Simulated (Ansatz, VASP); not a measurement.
## Ge: VASP beside Ansatz

INCAR

```
SYSTEM = Ge
PREC = Accurate
ENCUT = 520
EDIFF = 1E-6
ISMEAR = -1
SIGMA = 0.05
LREAL = .FALSE.
LASPH = .TRUE.
NELM = 60
ALGO = Normal
ISIF = 2
LWAVE = .FALSE.
LCHARG = .FALSE.
GGA = PS
NBANDS = 36
```

Contents of KPOINTS:

```
regular mesh
0
G
  11 11 6
  0 0 0
```

The input POSCAR:

```
Ge
1.0
    3.9842158910      0.0000000000      0.0000000000
   -1.9921079455      3.4504321757      0.0000000000
    0.0000000000      0.0000000000      6.5773062870
Ge
4
Direct
    0.6666666667      0.3333333333      0.0629012500
    0.3333333333      0.6666666667      0.5629012500
    0.6666666667      0.3333333333      0.4370987500
    0.3333333333      0.6666666667      0.9370987500
```

Input for Ansatz:

```yaml
crystal:
  lattice:
    - [3.984215891, 0.0, 0.0]
    - [-1.9921079455, 3.4504321757, 0.0]
    - [0.0, 0.0, 6.577306287]
  atoms:
    - { symbol: Ge, position: [0.6666666667, 0.3333333333, 0.06290125] }
    - { symbol: Ge, position: [0.3333333333, 0.6666666667, 0.56290125] }
    - { symbol: Ge, position: [0.6666666667, 0.3333333333, 0.43709875] }
    - { symbol: Ge, position: [0.3333333333, 0.6666666667, 0.93709875] }
kpoints:
  mp_grid: { grid: [11, 11, 6] }
  band_path:
    path:
      - [0.0, 0.0, 0.0]
      - [0.5, 0.0, 0.0]
      - [0.3333333333, 0.3333333333, 0.0]
      - [0.0, 0.0, 0.0]
      - [0.0, 0.0, 0.5]
      - [0.5, 0.0, 0.5]
      - [0.3333333333, 0.3333333333, 0.5]
      - [0.0, 0.0, 0.5]
      - [0.5, 0.0, 0.5]
    npoints: 5
scf:
  occupations: { method: fermi_dirac, width: 0.05 }
hamiltonian:
  xc: pbesol
  pseudopotentials: { kind: all_electron, lapw: { basis_error: 0.001 } }
output:
  forces: true
  stress: true
  eigenvalues: true
```

Change from the starting cell: volume scaled by 0.99.

Alike in both runs: task single point; functional PBEsol; k mesh 11 × 11 × 6; occupations fermi-dirac, width 0.05 eV; no spin polarisation.

|  | VASP | Ansatz |
| --- | --- | --- |
| version | VASP 6.6.1 | Ansatz 0.2.0 |
| potentials or method | VASP PAW PBE potentials, release 64 (Ge_d), cutoff 520 eV | all-electron LAPW, scalar-relativistic |

Ansatz gave:

| Item | Value |
| --- | --- |
| pressure (GPa) | 0.6 |
| traceless stress, the component that is largest in VASP (GPa) | -0.08 |

Question: Which values does VASP return?

Answer: Pressure (GPa): 0.5; traceless stress, the component that is largest in VASP (GPa): -0.08.

VASP's potentials were made for PBE, not for PBEsol. Ansatz ran all-electron here, and VASP with PAW potentials.
